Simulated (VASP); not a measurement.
# Zr3GeMo (P6/mmm) in VASP: relaxation of cell and atoms with PBE

Aim: the relaxation of cell and atoms of Zr3GeMo with PBE.

All numbers are computed with VASP 6.6.1; they aren't measurements. Logs are shortened: lines on timing, memory, paths and dates and some standing lists are left out, and cuts for length are marked.

## (1) The cell of the first run

The structure is hexagonal, space group P6/mmm (No. 191). Conventional cell: a = 4.629 Å, b = 4.629 Å, c = 5.151 Å, α = 90.00°, β = 90.00°, γ = 120.00°. Zr (site symmetry mmm) has 2 Mo at 2.31 Å and 4 Zr at 2.31 Å within 3.1 Å. Within 3.5 Å of Ge (site symmetry 6/mmm) lie 2 Mo at 2.58 Å and 12 Zr at 3.46 Å. Within 3.1 Å of Mo (site symmetry 6/mmm) lie 6 Zr at 2.31 Å and 2 Ge at 2.58 Å.

The cell was built from a structure type or drawn by symmetry, and may not be a known phase.

## (2) Relaxation of cell and atoms, PBE

INCAR

```
  PREC = Accurate
  ENCUT = 600
  EDIFF = 1E-6
  ISMEAR = 0
  SIGMA = 0.1
  LREAL = False
  LASPH = True
  NELM = 60
  ALGO = Normal
  ISIF = 3
  LWAVE = False
  LCHARG = False
  GGA = PE
  IBRION = 2
  NSW = 90
  EDIFFG = -0.04
```

KPOINTS

```
Automatic mesh
0
Gamma
  6 6 4
```

POSCAR

```
Zr3GeMo
1.0
    4.6286674600      0.0000000000      0.0000000000
   -2.3143337300      4.0085436100      0.0000000000
    0.0000000000      0.0000000000      5.1509499600
Zr Ge Mo
3 1 1
Direct
    0.5000000000      0.0000000000      0.5000000000
    0.0000000000      0.5000000000      0.5000000000
    0.5000000000      0.5000000000      0.5000000000
    0.0000000000      0.0000000000      0.0000000000
    0.0000000000      0.0000000000      0.5000000000
```

Potentials or basis: VASP PAW PBE potentials, release 64 (Zr_sv, Ge_d, Mo_sv).

Launch:

```
$ cat potpaw_PBE.64/Zr_sv/POTCAR potpaw_PBE.64/Ge_d/POTCAR potpaw_PBE.64/Mo_sv/POTCAR > POTCAR
$ mpirun -np 1 vasp_std > vasp.out
```

OUTCAR:

```text
PREC = Accurate
   ENCUT = 600
   EDIFF = 1E-6
   ISMEAR = 0
   LREAL = False
   LASPH = True
   NELM = 60
   ISIF = 3
   GGA = PE
   IBRION = 2
   NSW = 90
   EDIFFG = -0.04

 ion  position               nearest neighbor table
   1  0.500  0.000  0.500-   5 2.31   5 2.31   2 2.31   3 2.31   3 2.31   2 2.31
   2  0.000  0.500  0.500-   3 2.31   3 2.31   5 2.31   5 2.31   1 2.31   1 2.31
   3  0.500  0.500  0.500-   2 2.31   2 2.31   5 2.31   1 2.31   1 2.31   5 2.31
   4  0.000  0.000  0.000-   5 2.58   5 2.58
   5  0.000  0.000  0.500-   1 2.31   1 2.31   3 2.31   2 2.31   2 2.31   3 2.31   4 2.58   4 2.58

  LATTYP: Found a hexagonal cell.
 ALAT       =     4.6286674600
 C/A-ratio  =     1.1128364707

  Lattice vectors:

 A1 = (   4.6286674600,   0.0000000000,   0.0000000000)
 A2 = (  -2.3143337300,   4.0085436100,   0.0000000000)
 A3 = (   0.0000000000,   0.0000000000,   5.1509499600)

Analysis of symmetry for initial positions (statically):
=====================================================================
 Subroutine PRICEL returns:
 Original cell was already a primitive cell.

 Routine SETGRP: Setting up the symmetry group for a
 hexagonal supercell.

 Subroutine GETGRP returns: Found 24 space group operations
 (whereof 24 operations were pure point group operations)
 out of a pool of 24 trial point group operations.

The static configuration has the point symmetry D_6h.

Analysis of symmetry for dynamics (positions and initial velocities):
=====================================================================
 Subroutine PRICEL returns:
 Original cell was already a primitive cell.

 Routine SETGRP: Setting up the symmetry group for a
 hexagonal supercell.

 Subroutine GETGRP returns: Found 24 space group operations
 (whereof 24 operations were pure point group operations)
 out of a pool of 24 trial point group operations.

The dynamic configuration has the point symmetry D_6h.

 Subroutine INISYM returns: Found 24 space group operations
 (whereof 24 operations are pure point group operations),
 and found     1 'primitive' translations

----------------------------------------------------------------------------------------

                                     Primitive cell

  volume of cell :      95.5718

  direct lattice vectors                    reciprocal lattice vectors
     4.628667460  0.000000000  0.000000000     0.216044900  0.124733581  0.000000000
    -2.314333730  4.008543610  0.000000000     0.000000000  0.249467162  0.000000000
     0.000000000  0.000000000  5.150949960     0.000000000  0.000000000  0.194138947

  length of vectors
     4.628667460  4.628667463  5.150949960     0.249467163  0.249467162  0.194138947

  position of ions in fractional coordinates (direct lattice)
     0.500000000  0.000000000  0.500000000
     0.000000000  0.500000000  0.500000000
     0.500000000  0.500000000  0.500000000
     0.000000000  0.000000000  0.000000000
     0.000000000  0.000000000  0.500000000

  ion indices of the primitive-cell ions
   primitive index   ion index
                 1           1
                 2           2
                 3           3
                 4           4
                 5           5

----------------------------------------------------------------------------------------

 KPOINTS: Automatic mesh

Automatic generation of k-mesh.
 Grid dimensions read from file:
 generate k-points for:    6    6    4

 Generating k-lattice:

  Cartesian coordinates                     Fractional coordinates (reciprocal lattice)
     0.036007483  0.020788930  0.000000000     0.166666667  0.000000000  0.000000000
     0.000000000  0.041577860  0.000000000     0.000000000  0.166666667  0.000000000
     0.000000000  0.000000000  0.048534737     0.000000000  0.000000000  0.250000000

  Length of vectors
     0.041577860  0.041577860  0.048534737

  Shift w.r.t. Gamma in fractional coordinates (k-lattice)
     0.000000000  0.000000000  0.000000000

 Subroutine IBZKPT returns following result:
 ===========================================

 Found     21 irreducible k-points:

 Following reciprocal coordinates:
            Coordinates               Weight
  0.000000  0.000000  0.000000      1.000000
  0.166667 -0.000000  0.000000      6.000000
  0.333333 -0.000000  0.000000      6.000000
  0.500000 -0.000000  0.000000      3.000000
  0.166667  0.166667  0.000000      6.000000
  0.333333  0.166667  0.000000     12.000000
[... 13 lines left out ...]
  0.333333  0.166667  0.500000     12.000000
  0.333333  0.333333  0.500000      2.000000
   k-points           NKPTS =     21   k-points in BZ     NKDIM =     21   number of bands    NBANDS=     38
   number of dos      NEDOS =    301   number of ions     NIONS =      5
   total plane-waves  NPLWV =  67200
   dimension x,y,z NGX =    40 NGY =   40 NGZ =   42
   dimension x,y,z NGXF=    80 NGYF=   80 NGZF=   84
   ions per type =               3   1   1
   NGX,Y,Z   is equivalent  to a cutoff of  14.37, 14.37, 13.56 a.u.
   NGXF,Y,Z  is equivalent  to a cutoff of  28.73, 28.73, 27.11 a.u.
 SYSTEM =  unknown system
   PREC   = accura    normal or accurate (medium, high low for compatibility)
   ISTART =      0    job   : 0-new  1-cont  2-samecut
   ICHARG =      2    charge: 1-file 2-atom 10-const
   ISPIN  =      1    spin polarized calculation?
   LNONCOLLINEAR =      F non collinear calculations
   LSORBIT =      F    spin-orbit coupling
   LASPH  =      T    aspherical Exc in radial PAW
   ENCUT  =  600.0 eV  44.10 Ry    6.64 a.u.   9.24  9.24 10.29*2*pi/ulx,y,z
   NELM   =     60;   NELMIN=  2; NELMDL= -5     # of ELM steps
   EDIFF  = 0.1E-05   stopping-criterion for ELM
   LREAL  =      F    real-space projection
   EDIFFG = -.4E-01   stopping-criterion for IOM
   NSW    =     90    number of steps for IOM
   IBRION =      2    ionic relax: 0-MD 1-quasi-New 2-CG
   NFREE  =      1    steps in history (QN), initial steepest desc. (CG)
   ISIF   =      3    stress and relaxation
   ISYM   =      2    0-nonsym 1-usesym 2-fastsym
   POTIM  = 0.5000    time-step for ionic-motion
   TEBEG  =    0.0;   TEEND  =   0.0 temperature during run
   PSTRESS=    0.0 pullay stress
   NELECT =      64.0000    total number of electrons
   NUPDOWN=      -1.0000    fix difference up-down
   EMIN   =  10.00;   EMAX   =-10.00  energy-range for DOS
   EFERMI =   0.00;   METHOD = LEGACY
   ISMEAR =     0;   SIGMA  =   0.10  broadening in eV -4-tet -1-fermi 0-gaus
   EFERMI_NEDOS =   21; number of points for ismear=-14 and -15
   IALGO  =     38    algorithm
   IMIX   =      4    mixing-type and parameters
     AMIX     =   0.40;   BMIX     =  1.00
     AMIX_MAG =   1.60;   BMIX_MAG =  1.00
  volume/ion in A,a.u.               =      19.11       128.99
  Fermi-wavevector in a.u.,A,eV,Ry     =   1.432270  2.706598 27.910949  2.051397
  Thomas-Fermi vector in A             =   2.551916
   LORBIT       =      0    0 simple, 1 ext, 2 COOP (PROOUT), +10 PAW based schemes
   GGA     = PE    functional components
   LHFCALC =     F    Hartree Fock is set to
   AEXX    =    0.0000 exact exchange contribution
   IVDW    =     0    specifies the selected vdW correction
   LEPSILON=     F    determine dielectric tensor
   LRPA    =     F    only Hartree local field effects (RPA)
 conjugate gradient relaxation of ions
 non-spin polarized calculation
 Gauss-broadening in eV      SIGMA  =   0.10
  energy-cutoff  :      600.00
  volume of cell :       95.57
 maximum number of plane-waves:      3210
 NGX is ok and might be reduce to    40
   NGX = 19   NGY = 19   NGZ = 21

--------------------------------------- Ionic step        1  -------------------------------------------

 number of electron      63.9999996 magnetization

 Free energy of the ion-electron system (eV)
  ---------------------------------------------------
  ext. energy  EPLUGINS =         0.00000000
  ---------------------------------------------------
  free energy    TOTEN  =       -25.06928867 eV

  energy without entropy =      -25.05766530  energy(sigma->0) =      -25.06347699

 E-fermi :   9.5603     XC(G=0): -11.2309

 val. band max:        9.5550933417   @ k =   0.0000   0.0000   0.2500
 cond. band min:       9.6400977455   @ k =   0.3333   0.1667   0.0000
 fundamental gap:      0.0850044038
 Fermi energy:         9.5602985979

 k-point     1 :       0.0000    0.0000    0.0000
  band No.  band energies     occupation
      1     -51.1998      2.00000
      2     -40.0148      2.00000
      3     -38.1670      2.00000
      4     -38.1670      2.00000
      5     -26.5875      2.00000
      6     -26.5875      2.00000
[... 886 lines left out ...]
  energy  without entropy=      -25.0576653050  energy(sigma->0) =      -25.06347699

--------------------------------------- Ionic step        2  -------------------------------------------

 number of electron      64.0000067 magnetization

 E-fermi :   1.8208     XC(G=0):  -7.5750

 val. band max:        1.8132411396   @ k =   0.3333  -0.0000   0.0000
 cond. band min:       1.8210148616   @ k =   0.3333   0.1667   0.0000
 fundamental gap:      0.0077737220
 Fermi energy:         1.8207556319

 k-point     1 :       0.0000    0.0000    0.0000
  band No.  band energies     occupation
      1     -58.8582      2.00000
      2     -48.6326      2.00000
      3     -48.6257      2.00000
      4     -48.6257      2.00000
      5     -32.9264      2.00000
      6     -32.9264      2.00000
[... 921 lines left out ...]
  FREE ENERGIE OF THE ION-ELECTRON SYSTEM (eV)
  ---------------------------------------------------
  free  energy   TOTEN  =       -36.5811736968 eV

  energy  without entropy=      -36.5625759983  energy(sigma->0) =      -36.57187485

[... ionic steps 4 to 7 ...]

--------------------------------------- Ionic step        8  -------------------------------------------

 number of electron      64.0000003 magnetization

------------------------ aborting loop because EDIFF is reached ----------------------------------------

  FORCE on cell =-STRESS in cart. coord.  units (eV):
  Direction    XX          YY          ZZ          XY          YZ          ZX
  --------------------------------------------------------------------------------------
  -------------------------------------------------------------------------------------
  Total       -0.6585151     -0.6585151     -0.0360383      0.0000000     -0.0000000      0.0000000
  in kB       -7.5761476     -7.5761476     -0.4146170      0.0000000     -0.0000000      0.0000000
  external PRESSURE =      -5.1889707 kB  Pullay stress =       0.0000000 kB
[... 63 lines left out ...]
  energy  without entropy=      -36.8936194744  energy(sigma->0) =      -36.90343237

--------------------------------------- Ionic step       10  -------------------------------------------

 number of electron      64.0000007 magnetization

 Free energy of the ion-electron system (eV)
  ---------------------------------------------------
  ext. energy  EPLUGINS =         0.00000000
  ---------------------------------------------------
  free energy    TOTEN  =       -36.91418452 eV

  energy without entropy =      -36.89480328  energy(sigma->0) =      -36.90449390

 E-fermi :   5.9269     XC(G=0):  -9.7414

 val. band max:        5.9165893533   @ k =   0.1667  -0.0000   0.0000
 cond. band min:       5.9447404281   @ k =   0.3333   0.3333   0.0000
 fundamental gap:      0.0281510748
 Fermi energy:         5.9269267970

 k-point     1 :       0.0000    0.0000    0.0000
  band No.  band energies     occupation
      1     -54.2076      2.00000
      2     -43.1204      2.00000
      3     -42.8705      2.00000
      4     -42.8705      2.00000
      5     -28.4392      2.00000
      6     -28.3943      2.00000
[... 882 lines left out ...]
  FREE ENERGIE OF THE ION-ELECTRON SYSTEM (eV)
  ---------------------------------------------------
  free  energy   TOTEN  =       -36.9141845202 eV

  energy  without entropy=      -36.8948032786  energy(sigma->0) =      -36.90449390

 reached required accuracy - stopping structural energy minimisation
```

It took 21 min on 1 thread of Intel Xeon 8259CL, shared host; peak memory 0.32 GiB.

Results:

| Quantity | Value |
| --- | --- |
| Free energy | -36.9142 eV |
| Relaxed volume | 27.67 Å³/atom |
| Relaxed cell | a = 5.718 Å, b = 5.718 Å, c = 4.886 Å, α = 90.00°, β = 90.00°, γ = 120.00° |
| Space group after relaxing (to 0.1 Å) | P6/mmm (No. 191) |
| Energy gained by relaxing | 2369.0 meV/atom |
| Ionic steps | 10 |
| Pressure after relaxing | 0.0 GPa |
| Band gap on the k mesh | zero (bands 32 and 33 overlap by 1.36 eV) |

The path:
| step | energy change (eV) | largest force (eV/Å) | pressure (GPa) | volume (Å³) |
| --- | --- | --- | --- | --- |
| 1 | 0.0000 | 0.0000 | 72.80 | 95.57 |
| 2 | -1.8139 | 0.0000 | -14.12 | 251.99 |
| 3 | -11.5119 | 0.0000 | -6.13 | 154.01 |
| 4 | -11.6600 | 0.0000 | -4.15 | 148.82 |
| 5 | -11.6977 | 0.0000 | -2.09 | 144.46 |
| 6 | -11.6966 | 0.0000 | -2.64 | 145.54 |
| 7 | -11.8411 | 0.0000 | -0.26 | 138.66 |
| 8 | -11.8427 | 0.0000 | -0.52 | 139.26 |
| 9 | -11.8440 | 0.0000 | 0.37 | 137.73 |
| 10 | -11.8449 | 0.0000 | 0.00 | 138.33 |

Final structure:
```xyz
5
Lattice="5.7177 0.0000 0.0000 -2.8589 4.9517 0.0000 0.0000 0.0000 4.8859" Properties=species:S:1:pos:R:3 pbc="T T T"
Zr    2.8589    0.0000    2.4430
Zr   -1.4294    2.4759    2.4430
Zr    1.4294    2.4759    2.4430
Ge    0.0000    0.0000    0.0000
Mo    0.0000    0.0000    2.4430
```

Caveat: the volume moved by over 15 % at a fixed basis, so the end points are rough.
